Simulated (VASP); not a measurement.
# KF (Fm-3m) in VASP: further runs

KF is run at these levels: PBEsol; tasks: single point, relaxation of cell and atoms.

All numbers are computed with VASP 6.6.1; they aren't measurements. Logs are shortened: lines on timing, memory, paths and dates and some standing lists are left out, and cuts for length are marked.

## Step 1: The cell of the first run

It takes space group Fm-3m (No. 225, cubic). The conventional cell has a = 5.308 Å, b = 5.308 Å, c = 5.308 Å, α = 90.00°, β = 90.00°, γ = 90.00°. K (site symmetry m-3m) has 6 F at 2.65 Å within 3.5 Å. F (site symmetry m-3m) has 6 K at 2.65 Å within 3.5 Å.

## Step 2: Single point, PBEsol

INCAR

```
PREC = Accurate ; ENCUT = 520
EDIFF = 1E-6 ; ISMEAR = -1
SIGMA = 0.02 ; LREAL = False
LASPH = True ; NELM = 60
ALGO = Normal ; ISIF = 2
LWAVE = False ; LCHARG = True
GGA = PS ; LELF = True
LVHAR = True ; NBANDS = 15
```

KPOINTS

```
Automatic mesh
0
Gamma
  7 7 7
```

POSCAR

```
KF
1.0
    0.0000000000      2.6542280656      2.6542280656
    2.6542280656      0.0000000000      2.6542280656
    2.6542280656      2.6542280656      0.0000000000
K F
1 1
Direct
    0.0000000000      0.0000000000      0.0000000000
    0.5000000000      0.5000000000      0.5000000000
```

Potentials or basis: VASP PAW PBE potentials, release 64 (K_sv, F).

Command:

```sh
cat potpaw_PBE.64/K_sv/POTCAR potpaw_PBE.64/F/POTCAR > POTCAR
mpirun -np 1 vasp_std > vasp.out
```

OUTCAR:

```text
PREC = Accurate
   ENCUT = 520
   EDIFF = 1E-6
   ISMEAR = -1
   LREAL = False
   LASPH = True
   NELM = 60
   ISIF = 2
   GGA = PS

 ion  position               nearest neighbor table
   1  0.000  0.000  0.000-   2 2.65   2 2.65   2 2.65   2 2.65   2 2.65   2 2.65
   2  0.500  0.500  0.500-   1 2.65   1 2.65   1 2.65   1 2.65   1 2.65   1 2.65

  LATTYP: Found a face centered cubic cell.
 ALAT       =     5.3084561312

  Lattice vectors:

 A1 = (   0.0000000000,   2.6542280656,   2.6542280656)
 A2 = (   2.6542280656,   0.0000000000,   2.6542280656)
 A3 = (   2.6542280656,   2.6542280656,   0.0000000000)

Analysis of symmetry for initial positions (statically):
=====================================================================
 Subroutine PRICEL returns:
 Original cell was already a primitive cell.

 Routine SETGRP: Setting up the symmetry group for a
 face centered cubic supercell.

 Subroutine GETGRP returns: Found 48 space group operations
 (whereof 48 operations were pure point group operations)
 out of a pool of 48 trial point group operations.

The static configuration has the point symmetry O_h .

Analysis of symmetry for dynamics (positions and initial velocities):
=====================================================================
 Subroutine PRICEL returns:
 Original cell was already a primitive cell.

 Routine SETGRP: Setting up the symmetry group for a
 face centered cubic supercell.

 Subroutine GETGRP returns: Found 48 space group operations
 (whereof 48 operations were pure point group operations)
 out of a pool of 48 trial point group operations.

The dynamic configuration has the point symmetry O_h .

 Subroutine INISYM returns: Found 48 space group operations
 (whereof 48 operations are pure point group operations),
 and found     1 'primitive' translations

----------------------------------------------------------------------------------------

                                     Primitive cell

  volume of cell :      37.3977

  direct lattice vectors                    reciprocal lattice vectors
     0.000000000  2.654228066  2.654228066    -0.188378688  0.188378688  0.188378688
     2.654228066  0.000000000  2.654228066     0.188378688 -0.188378688  0.188378688
     2.654228066  2.654228066  0.000000000     0.188378688  0.188378688 -0.188378688

  length of vectors
     3.753645328  3.753645328  3.753645328     0.326281458  0.326281458  0.326281458

  position of ions in fractional coordinates (direct lattice)
     0.000000000  0.000000000  0.000000000
     0.500000000  0.500000000  0.500000000
[... 82 lines left out ...]
   PSTRESS=    0.0 pullay stress
   NELECT =      16.0000    total number of electrons
   NUPDOWN=      -1.0000    fix difference up-down
   EMIN   =  10.00;   EMAX   =-10.00  energy-range for DOS
   EFERMI =   0.00;   METHOD = LEGACY
   ISMEAR =    -1;   SIGMA  =   0.02  broadening in eV -4-tet -1-fermi 0-gaus
   EFERMI_NEDOS =   21; number of points for ismear=-14 and -15
   IALGO  =     38    algorithm
   IMIX   =      4    mixing-type and parameters
     AMIX     =   0.40;   BMIX     =  1.00
     AMIX_MAG =   1.60;   BMIX_MAG =  1.00
  volume/ion in A,a.u.               =      18.70       126.19
  Fermi-wavevector in a.u.,A,eV,Ry     =   1.233578  2.331124 20.704183  1.521715
  Thomas-Fermi vector in A             =   2.368303
   LORBIT       =      0    0 simple, 1 ext, 2 COOP (PROOUT), +10 PAW based schemes
   GGA     = PS    functional components
   LHFCALC =     F    Hartree Fock is set to
   AEXX    =    0.0000 exact exchange contribution
   IVDW    =     0    specifies the selected vdW correction
   LEPSILON=     F    determine dielectric tensor
   LRPA    =     F    only Hartree local field effects (RPA)
 non-spin polarized calculation
  energy-cutoff  :      520.00
  volume of cell :       37.40
 maximum number of plane-waves:      1014
   NGX = 13   NGY = 13   NGZ = 13

 number of electron      16.0000012 magnetization

 Free energy of the ion-electron system (eV)
  ---------------------------------------------------
  ext. energy  EPLUGINS =         0.00000000
  ---------------------------------------------------
  free energy    TOTEN  =        -8.52007779 eV

  energy without entropy =       -8.52007779  energy(sigma->0) =       -8.52007779

 E-fermi :  -2.3963     XC(G=0):  -8.7052

 val. band max:       -2.8557869978   @ k =   0.0000   0.0000   0.0000
 cond. band min:       3.2734197137   @ k =   0.0000   0.0000   0.0000
 fundamental gap:      6.1292067115
 Fermi energy:        -2.3963027620

 k-point     1 :       0.0000    0.0000    0.0000
  band No.  band energies     occupation
      1     -28.7658      2.00000
      2     -21.3945      2.00000
      3     -12.0620      2.00000
      4     -12.0620      2.00000
      5     -12.0620      2.00000
      6      -2.8558      2.00000
      7      -2.8558      2.00000
      8      -2.8558      2.00000
      9       3.2734      0.00000
     10       7.8312      0.00000
     11       7.8312      0.00000
     12       7.8312      0.00000
     13       9.5334      0.00000
     14       9.5334      0.00000
[... 329 lines left out ...]
      2     -21.4493      2.00000
      3     -12.5138      2.00000
      4     -12.4122      2.00000
      5     -12.1620      2.00000
      6      -3.2935      2.00000
      7      -3.0490      2.00000
      8      -3.0282      2.00000
      9       6.4994      0.00000
     10       7.2390      0.00000
     11       8.4438      0.00000
     12      10.7288      0.00000
     13      11.1568      0.00000
     14      12.0270      0.00000
     15      13.4663      0.00000

------------------------ aborting loop because EDIFF is reached ----------------------------------------

  FORCE on cell =-STRESS in cart. coord.  units (eV):
  Direction    XX          YY          ZZ          XY          YZ          ZX
  --------------------------------------------------------------------------------------
  -------------------------------------------------------------------------------------
  Total        0.0045443      0.0045443      0.0045443      0.0000000     -0.0000000      0.0000000
  in kB        0.1946855      0.1946855      0.1946855      0.0000000     -0.0000000      0.0000000
  external PRESSURE =       0.1946855 kB  Pullay stress =       0.0000000 kB

 VOLUME and BASIS-vectors are now :
 -----------------------------------------------------------------------------
  energy-cutoff  :      520.00
  volume of cell :       37.40
      direct lattice vectors                 reciprocal lattice vectors
     0.000000000  2.654228066  2.654228066    -0.188378688  0.188378688  0.188378688
     2.654228066  0.000000000  2.654228066     0.188378688 -0.188378688  0.188378688
     2.654228066  2.654228066  0.000000000     0.188378688  0.188378688 -0.188378688

 POSITION                                       TOTAL-FORCE (eV/Angst)
 -----------------------------------------------------------------------------------
      0.00000      0.00000      0.00000        -0.000000     -0.000000      0.000000
      2.65423      2.65423      2.65423         0.000000      0.000000     -0.000000
 -----------------------------------------------------------------------------------
    total drift:                                0.000000      0.000000      0.000000

  FREE ENERGIE OF THE ION-ELECTRON SYSTEM (eV)
  ---------------------------------------------------
  free  energy   TOTEN  =        -8.5200777892 eV

  energy  without entropy=       -8.5200777892  energy(sigma->0) =       -8.52007779
```

OSZICAR:

```text
N       E                     dE             d eps       ncg     rms          rms(c)
DAV:   1     0.110320080677E+03    0.11032E+03   -0.82756E+03   600   0.104E+03
DAV:   2    -0.511226067431E+01   -0.11543E+03   -0.10620E+03   811   0.284E+02
DAV:   3    -0.954018225600E+01   -0.44279E+01   -0.44091E+01   768   0.495E+01
DAV:   4    -0.963978050504E+01   -0.99598E-01   -0.99593E-01   825   0.736E+00
DAV:   5    -0.964120201701E+01   -0.14215E-02   -0.14215E-02   808   0.721E-01    0.592E+00
DAV:   6    -0.855980391582E+01    0.10814E+01   -0.29701E+00   649   0.141E+01    0.419E+00
DAV:   7    -0.852527611992E+01    0.34528E-01   -0.66355E-02   754   0.223E+00    0.238E+00
DAV:   8    -0.851806955993E+01    0.72066E-02   -0.49402E-02   705   0.221E+00    0.206E-01
DAV:   9    -0.851950083642E+01   -0.14313E-02   -0.43375E-03   726   0.552E-01    0.121E-01
DAV:  10    -0.851986859479E+01   -0.36776E-03   -0.36510E-04   692   0.172E-01    0.768E-02
DAV:  11    -0.852007799681E+01   -0.20940E-03   -0.19656E-04   635   0.104E-01    0.158E-02
DAV:  12    -0.852007763099E+01    0.36582E-06   -0.11189E-05   727   0.339E-02    0.495E-03
DAV:  13    -0.852007778920E+01   -0.15821E-06   -0.23333E-06   663   0.133E-02
   1 F= -.85200778E+01 E0= -.85200778E+01  d E =-.329674E-11
```

stdout:

```text
POSCAR found type information on POSCAR K F
 POSCAR found :  2 types and       2 ions
 scaLAPACK will be used
 -----------------------------------------------------------------------------
|                                                                             |
|                                                                             |
|     You enforced a specific xc type in the INCAR file but a different       |
|     I HOPE YOU KNOW WHAT YOU ARE DOING!                                     |
|                                                                             |
 -----------------------------------------------------------------------------

 LDA part: xc-table for (Slater+PW92), standard interpolation
 POSCAR, INCAR and KPOINTS ok, starting setup
 FFT: planning ... GRIDC
 FFT: planning ... GRID_SOFT
 FFT: planning ... GRID
 WAVECAR not read
 entering main loop
```

Run time: 13 s. Hardware: 1 thread of Intel Xeon Platinum 8375C at 2.90GHz (Ice Lake), shared host; peak memory 0.15 GiB.

What came out:

- Free energy: -8.5201 eV
- Pressure: 0.0 GPa
- Band gap on the k mesh: 6.13 eV, direct

Levels at points of the mesh, in eV from the valence-band top:
| k point | band 5 | band 6 | band 7 | band 8 | band 9 | band 10 | band 11 | band 12 |
| --- | --- | --- | --- | --- | --- | --- | --- | --- |
| (0.00, 0.00, 0.00) | -9.21 | 0.00 | 0.00 | 0.00 | 6.13 | 10.69 | 10.69 | 10.69 |

Caveat: the PAW data sets were made with another functional, which shifts forces and pressure a little.

## Step 3: Relaxation of cell and atoms, PBEsol

INCAR

```
SYSTEM = KF
PREC     = Accurate       ! precision mode
ENCUT    = 600            ! plane-wave cutoff, eV
EDIFF    = 1E-6           ! SCF threshold, eV
ISMEAR   = -1             ! smearing method
SIGMA    = 0.02           ! smearing width, eV
LREAL    = .False.        ! projectors in reciprocal space
LASPH    = .True.         ! aspherical terms in the spheres
NELM     = 100            ! most SCF steps
ALGO     = Normal         ! electronic algorithm
ISIF     = 3              ! what is computed and relaxed
LWAVE    = .False.        ! write WAVECAR
LCHARG   = .False.        ! write CHGCAR
GGA      = PS             ! functional
IBRION   = 2              ! ionic algorithm
NSW      = 80             ! ionic steps
EDIFFG   = -0.02          ! ionic threshold
```

KPOINTS

```
regular mesh
0
Gamma
  7 7 7
  0 0 0
```

POSCAR is that of step 2.

Potentials or basis: VASP PAW PBE potentials, release 64 (K_sv, F).

Command:

```sh
cat potpaw_PBE.64/K_sv/POTCAR potpaw_PBE.64/F/POTCAR > POTCAR
mpirun -np 1 vasp_std > vasp.out
```

Wall time 21 s (1 thread of Intel Xeon Platinum 8375C at 2.90GHz (Ice Lake), shared host); peak memory 0.17 GiB.

The run converged. Its results:

```yaml
Free_energy: -8.5217 eV
Pressure_after_relaxing: 0.0 GPa
Band_gap_on_the_k_mesh: 6.13 eV, direct
```

Final structure:
```
CELL_PARAMETERS angstrom
0.00000 2.65423 2.65423
2.65423 0.00000 2.65423
2.65423 2.65423 0.00000
ATOMIC_POSITIONS crystal
K 0.00000 0.00000 0.00000
F 0.50000 0.50000 0.50000
```

Levels at points of the mesh, in eV from the valence-band top:
```csv
k point,band 6,band 7,band 8,band 9,band 10,band 11
"(0.00, 0.00, 0.00)",0.00,0.00,0.00,6.13,10.69,10.69
```

Caveat: the relaxation stopped at its first step, so nothing moved; the PAW data sets were made with another functional, which shifts forces and pressure a little. Expect the measured gap to be larger: semilocal functionals such as PBEsol lack the derivative discontinuity.

(Continued in part 2 of 2.)
